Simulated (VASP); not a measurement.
Wanted: the native input for a VASP 6.6.1 run.

```
Task                   : single point
Functional             : revPBE
Potentials or basis    : VASP PAW PBE potentials, release 64 (Mn_pv)
Cutoff                 : 520 eV
k mesh                 : 10 × 10 × 14
Occupations            : fermi-dirac, width 0.1 eV
Spin                   : no spin polarisation
Dipole correction      : no
Further INCAR settings : ALGO = Normal; EDIFF = 1e-06; NBANDS = 26
```

The structure of Mn lies in POSCAR:

```
Mn
1.0
    3.8730068437      0.0000000000      0.0000000000
   -1.9365034218      3.3541223157      0.0000000000
    0.0000000000      0.0000000000      2.4281059740
Mn
3
Direct
    0.0000000000      0.0000000000      0.0000000000
    0.3333333333      0.6666666667      0.5000000000
    0.6666666667      0.3333333333      0.5000000000
```

This cell differs from its parent crystal: volume scaled by 0.96.

The input as run:

INCAR

```
ALGO = Normal
EDIFF = 1E-6
ENCUT = 520
GGA = RE
ISIF = 2
ISMEAR = -1
LASPH = True
LCHARG = False
LREAL = False
LWAVE = False
NBANDS = 26
NELM = 80
PREC = Accurate
SIGMA = 0.1
```

KPOINTS

```
k-points
0
Gamma
  10 10 14
```

Potentials or basis: VASP PAW PBE potentials, release 64 (Mn_pv).

Launch:

```console
$ cat potpaw_PBE.64/Mn_pv/POTCAR > POTCAR
$ mpirun -np 1 vasp_std > vasp.out
```

Results of the run:

```yaml
Pressure: 11.8 GPa
```

Caveat: the PAW data sets were made with another functional, which shifts forces and pressure a little; the run has no spin polarisation, though such a crystal can be magnetic.

Run time: 40 s on 1 thread of Intel(R) Xeon(R) 6975P-C (Granite Rapids) (shared host), peak memory 0.19 GiB.
